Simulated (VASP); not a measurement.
# Sb (I4/mmm) in VASP: further runs, part 2 of 2

VASP 6.6.1. Earlier steps stand in the parts before.

### 3 Electric field gradients, PBEsol (zz strain of -2 %)

Input file INCAR:

```
SYSTEM = Sb
  PREC = Accurate
  ENCUT = 520
  EDIFF = 1E-8
  ISMEAR = -1
  SIGMA = 0.05
  LREAL = .FALSE.
  LASPH = .TRUE.
  NELM = 60
  ALGO = Normal
  ISIF = 2
  LWAVE = .FALSE.
  LCHARG = .FALSE.
  GGA = PS
  LEFG = .TRUE.
  NBANDS = 8
```

Input file KPOINTS:

```
Automatic mesh
0
G
  19 19 19
  0 0 0
```

Input file POSCAR:

```
Sb
1.0
   -1.5050000000      1.5050000000      2.4304000000
    1.5050000000     -1.5050000000      2.4304000000
    1.5050000000      1.5050000000     -2.4304000000
Sb
1
Direct
    0.0000000000      0.0000000000      0.0000000000
```

Potentials or basis: VASP PAW PBE potentials, release 64 (Sb).

Started as:

```
> cat potpaw_PBE.64/Sb/POTCAR > POTCAR
> mpirun -np 1 vasp_std > vasp.out
```

OUTCAR:

```text
SYSTEM = Sb
   PREC = Accurate
   ENCUT = 520
   EDIFF = 1E-8
   ISMEAR = -1
   LREAL = .FALSE.
   LASPH = .TRUE.
   NELM = 60
   ISIF = 2
   GGA = PS

 ion  position               nearest neighbor table
   1  0.000  0.000  0.000-

  LATTYP: Found a body centered tetragonal cell.
 ALAT       =     3.0100000000
 C/A-ratio  =     1.6148837209

  Lattice vectors:

 A1 = (  -1.5050000000,   1.5050000000,   2.4304000000)
 A2 = (   1.5050000000,  -1.5050000000,   2.4304000000)
 A3 = (   1.5050000000,   1.5050000000,  -2.4304000000)

Analysis of symmetry for initial positions (statically):
=====================================================================
 Subroutine PRICEL returns:
 Original cell was already a primitive cell.

 Routine SETGRP: Setting up the symmetry group for a
 body centered tetragonal supercell.

 Subroutine GETGRP returns: Found 16 space group operations
 (whereof 16 operations were pure point group operations)
 out of a pool of 16 trial point group operations.

The static configuration has the point symmetry D_4h.

Analysis of symmetry for dynamics (positions and initial velocities):
=====================================================================
 Subroutine PRICEL returns:
 Original cell was already a primitive cell.

 Routine SETGRP: Setting up the symmetry group for a
 body centered tetragonal supercell.

 Subroutine GETGRP returns: Found 16 space group operations
 (whereof 16 operations were pure point group operations)
 out of a pool of 16 trial point group operations.

The dynamic configuration has the point symmetry D_4h.

 Subroutine INISYM returns: Found 16 space group operations
 (whereof 16 operations are pure point group operations),
 and found     1 'primitive' translations
[... 145 lines left out ...]
 Fermi energy:        11.2861369623

 k-point     1 :       0.0000    0.0000    0.0000
  band No.  band energies     occupation
      1      -3.4629      2.00000
      2      18.0655      0.00000
      3      18.1730      0.00000
      4      18.1730      0.00000
      5      21.5465      0.00000
      6      21.6373      0.00000
      7      22.4132      0.00000
      8      22.4132      0.00000
[... 243 lines left out ...]
 k-point    24 :      -0.2632    0.0526    0.0000
  band No.  band energies     occupation
      1      -1.9235      2.00000
      2      10.6253      2.00000
      3      15.3520      0.00000
      4      17.3941      0.00000
      5      19.9763      0.00000
      6      21.6741      0.00000
      7      23.0632      0.00000
      8      23.9188      0.00000

 [... further k-points ...]
[... 5 lines left out ...]
  --------------------------------------------------------------------------------------
  -------------------------------------------------------------------------------------
  Total        2.5014827      2.5014827      2.3853907      0.0000000     -0.0000000      0.0000000
  in kB      182.0108758    182.0108758    173.5638821      0.0000000     -0.0000000      0.0000000
  external PRESSURE =     179.1952112 kB  Pullay stress =       0.0000000 kB

 VOLUME and BASIS-vectors are now :
 -----------------------------------------------------------------------------
  energy-cutoff  :      520.00
  volume of cell :       22.02
      direct lattice vectors                 reciprocal lattice vectors
    -1.505000000  1.505000000  2.430400000     0.000000000  0.332225914  0.205727452
     1.505000000 -1.505000000  2.430400000     0.332225914  0.000000000  0.205727452
     1.505000000  1.505000000 -2.430400000     0.332225914  0.332225914  0.000000000

 POSITION                                       TOTAL-FORCE (eV/Angst)
 -----------------------------------------------------------------------------------
      0.00000      0.00000      0.00000         0.000000     -0.000000      0.000000
 -----------------------------------------------------------------------------------
    total drift:                                0.000000     -0.000000      0.000000

  FREE ENERGIE OF THE ION-ELECTRON SYSTEM (eV)
  ---------------------------------------------------
  free  energy   TOTEN  =        -4.1105765304 eV

  energy  without entropy=       -4.1065118452  energy(sigma->0) =       -4.10854419

 Electric field gradients (V/A^2)
---------------------------------------------------------------------
 ion       V_xx      V_yy      V_zz      V_xy      V_xz      V_yz
---------------------------------------------------------------------
   1     -15.243   -15.243    30.485    -0.000    -0.000    -0.000
---------------------------------------------------------------------

 Electric field gradients after diagonalization (V/A^2)
 (convention: |V_zz| > |V_xx| > |V_yy|)
----------------------------------------------------------------------
 ion       V_xx      V_yy      V_zz     asymmetry (V_yy - V_xx)/ V_zz
----------------------------------------------------------------------
   1     -15.243   -15.242    30.485       0.000
----------------------------------------------------------------------

           NMR quadrupolar parameters

 Cq : quadrupolar parameter    Cq=e*Q*V_zz/h
 eta: asymmetry parameters     (V_yy - V_xx)/ V_zz
 Q  : nuclear electric quadrupole moment in mb (millibarn)
----------------------------------------------------------------------
 ion       Cq(MHz)       eta       Q (mb)
----------------------------------------------------------------------
   1       0.074       0.000       1.000
----------------------------------------------------------------------
```

stdout:

```text
POSCAR found type information on POSCAR Sb
 POSCAR found :  1 types and       1 ions
 scaLAPACK will be used
 -----------------------------------------------------------------------------
|                                                                             |
|                                                                             |
|     You enforced a specific xc type in the INCAR file but a different       |
|     I HOPE YOU KNOW WHAT YOU ARE DOING!                                     |
|                                                                             |
 -----------------------------------------------------------------------------

 LDA part: xc-table for (Slater+PW92), standard interpolation
 POSCAR, INCAR and KPOINTS ok, starting setup
 FFT: planning ... GRIDC
 FFT: planning ... GRID_SOFT
 FFT: planning ... GRID
 WAVECAR not read
 entering main loop
ion   1
```

It took 35 s on 1 thread of Intel Xeon Platinum 8488C (Sapphire Rapids), shared host; peak memory 0.21 GiB.

Results:

* Free energy: -4.1106 eV
* Pressure: 17.9 GPa

Stress tensor (GPa, compression positive):
```
18.20  0.00  0.00
 0.00 18.20  0.00
 0.00  0.00 17.36
```

Electric field gradients, principal values (V/Å²):
```tsv
atom	least	middle	greatest (by size)
1 Sb	-15.242	-15.243	30.485
```

Caveat: the cell differs from its parent crystal (zz strain of -2 %); without QUAD_EFG the Cq values of the log hold for a quadrupole moment of 1 mb, not for the nuclei; the PAW data sets were made with another functional, which shifts forces and pressure a little.
